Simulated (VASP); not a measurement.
Here is a VASP 6.6.1 calculation.

Contents of POSCAR:

```
H4CO
1.0
    7.3803230000      0.0000000000      0.0000000000
    0.0000000000      7.3803230000      0.0000000000
    0.0000000000      0.0000000000      7.3803230000
C O H
6 6 24
Direct
    0.6377227663      0.8521171770      0.6949424842
    0.9599037874      0.4234774007      0.4764425622
    0.9601205801      0.7113916288      0.0173569639
    0.4986096137      0.1502102279      0.2124161774
    0.3594693620      0.2982796281      0.7368783182
    0.3956872890      0.6505541831      0.2772642878
    0.5960714728      0.6660413101      0.7368241200
    1.0166221722      0.3247418846      0.3281970179
    0.9465981367      0.5743380066     -0.1058490258
    0.3733576430      0.0749831681      0.0776388784
    0.2797574036      0.3566646067      0.8956925056
    0.4968075245      0.7259844860      0.1102119785
    0.5239066095      0.9129139741      0.6736155044
    0.6986957075      0.6316254722      0.8213326165
    0.7216892811      0.9200952316      0.8035691663
    0.7336128785      0.8500034484      0.5658153444
    0.8659919085      0.5155194427      0.4083832103
    1.1046670993      0.2208304433      0.3430202174
    0.9087407150      0.3128182872      0.5842833708
    1.0618505450      0.4739358968      0.5564797096
    0.8370636353      0.8049512196      0.0181021888
    1.0614440587      0.5663031279     -0.1687731011
    1.0193320807      0.6868263083      0.1498985884
    1.0939629607      0.8014012395     -0.0411499605
    0.4220682482      0.2066576219      0.3431286137
    0.4101582004     -0.0504584962      0.0555531242
    0.6148240395      0.0634796065      0.2322798067
    0.5312098129      0.2677254098      0.1168106057
    0.3399851199      0.4099278582      0.6242951697
    0.2902176504      0.2470352585      0.9904580057
    0.5126062911      0.2677796080      0.7625005030
    0.2823318166      0.1996525084      0.6614480152
    0.4665513962      0.6114637530      0.4006193225
    0.4941247151      0.6589278003      0.0089020494
    0.3058673719      0.7765649281      0.3149862140
    0.3027103285      0.5790396979      0.1950456640
```

The input INCAR.step1:

```
SYSTEM = H4CO
PREC = Accurate
ENCUT = 520
ISMEAR = -1
SIGMA = 0.05
LREAL = Auto
LASPH = .TRUE.
NELM = 80
NBANDS = 66
GGA = PE
ALGO = Normal
EDIFF = 1E-4
LWAVE = .TRUE.
LCHARG = .FALSE.
```

File INCAR.step2:

```
SYSTEM = H4CO
PREC = Accurate
ENCUT = 520
EDIFF = 1E-6
ISMEAR = -1
SIGMA = 0.05
LREAL = Auto
LASPH = .TRUE.
NELM = 80
ALGO = Normal
ISIF = 2
LWAVE = .FALSE.
LCHARG = .TRUE.
METAGGA = R2SCAN
LMIXTAU = .TRUE.
IVDW = 12
VDW_S6 = 1.0
VDW_S8 = 0.78981345
VDW_A1 = 0.49484001
VDW_A2 = 5.73083694
LELF = .TRUE.
LVHAR = .TRUE.
NBANDS = 66
ISTART = 1
```

Contents of KPOINTS:

```
Automatic mesh
0
G
  1 1 1
  0 0 0
```

Potentials or basis: VASP PAW PBE potentials, release 64 (C, O, H).

The run is started by

```sh
$ cat potpaw_PBE.64/C/POTCAR potpaw_PBE.64/O/POTCAR potpaw_PBE.64/H/POTCAR > POTCAR
$ cp INCAR.step1 INCAR
$ mpirun -np 1 vasp_gam > vasp.out
$ cp INCAR.step2 INCAR
$ mpirun -np 1 vasp_gam > vasp.out
```

Question: Estimate the band gap on the k mesh.

Answer: 4.93 eV.

Question: Estimate the dispersion energy per atom.

Answer: -0.017 eV.

Stress tensor (GPa, compression positive):
```
-1.32  1.43  0.85
 1.43  0.02  3.77
 0.85  3.77 -4.03
```

Caveat: the k points lie up to 0.85 Å⁻¹ apart; the PAW data sets were made with another functional, which shifts forces and pressure a little.
